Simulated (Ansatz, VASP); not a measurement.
**One calculation of TiO, two programs**

File POSCAR:

```
TiO
1.0
    4.0866680000      0.0000000000      0.0000000000
    0.0000000000      4.0866680000      0.0000000000
    0.0000000000      0.0000000000      4.0866680000
Ti O
3 3
Direct
    0.5000000000      0.5000000000      0.0000000000
    0.0000000000      0.5000000000      0.5000000000
    0.5000000000      0.0000000000      0.5000000000
    0.0000000000      0.5000000000      0.0000000000
    0.5000000000      0.0000000000      0.0000000000
    0.0000000000      0.0000000000      0.5000000000
```

The input INCAR.step1:

```
  PREC = Accurate
  ENCUT = 520
  ISMEAR = 0
  SIGMA = 0.1
  LREAL = F
  LASPH = T
  NELM = 150
  ISPIN = 2
  MAGMOM = 1 0 0 0 0 0
  LMAXMIX = 4
  NBANDS = 40
  GGA = PE
  ALGO = Normal
  EDIFF = 1E-4
  LWAVE = T
  LCHARG = F
```

Contents of INCAR.step2:

```
  PREC = Accurate
  ENCUT = 520
  EDIFF = 1E-6
  ISMEAR = 0
  SIGMA = 0.1
  LREAL = F
  LASPH = T
  NELM = 150
  ALGO = Normal
  ISIF = 2
  LWAVE = F
  LCHARG = F
  ISPIN = 2
  MAGMOM = 1 0 0 0 0 0
  LORBIT = 11
  LMAXMIX = 4
  METAGGA = R2SCAN
  LMIXTAU = T
  NBANDS = 40
  ISTART = 1
```

The input KPOINTS:

```
regular mesh
0
Gamma
  4 4 4
```

Input for Ansatz:

```yaml
crystal:
  lattice:
    - [4.086668, 0.0, 0.0]
    - [0.0, 4.086668, 0.0]
    - [0.0, 0.0, 4.086668]
  atoms:
    - { symbol: Ti, position: [0.5, 0.5, 0.0], spin: 1.0 }
    - { symbol: Ti, position: [0.0, 0.5, 0.5] }
    - { symbol: Ti, position: [0.5, 0.0, 0.5] }
    - { symbol: O, position: [0.0, 0.5, 0.0] }
    - { symbol: O, position: [0.5, 0.0, 0.0] }
    - { symbol: O, position: [0.0, 0.0, 0.5] }
basis:
  ecutwfc: 500
kpoints:
  mp_grid: { grid: [4, 4, 4] }
hamiltonian:
  xc: r2scan
scf:
  occupations: { method: gaussian, width: 0.1 }
output:
  forces: true
  stress: true
  eigenvalues: true
  populations: true
magnetization:
  spin_polarized: true
```

Alike in both runs: task single point; functional r2SCAN; k mesh 4 × 4 × 4; occupations gaussian, width 0.1 eV; collinear spin.

```csv
,VASP,Ansatz
version,VASP 6.6.1,Ansatz 0.2.0
potentials or method,"VASP PAW PBE potentials, release 64 (Ti_sv, O), cutoff 520 eV","scalar-relativistic, plane waves, PAW"
valence electrons in the cell,54,54
```

VASP gave:

- gap on the k mesh at the Fermi level (eV): none
- pressure (GPa): -3.4
- net moment per atom (μB): 0.17
- size of the moment on the site where the two differ most (μB): 0.27

Problem. What did Ansatz give for the same quantities?

Solution. gap on the k mesh at the Fermi level (eV): none; pressure (GPa): -4.5; net moment per atom (μB): 0.17; size of the moment on the site where the two differ most (μB): 0.20.

VASP's potentials were made for PBE, not for r2SCAN. Site moments also hang on the region over which each program counts them. A gap of «none» marks a metal or a gap that the smearing closes. With one functional, cell and mesh, what is left measures potentials, basis and numerics. Ansatz's warnings: stability check not made.

The k mesh is coarse, so the values compare programs but aren't converged.
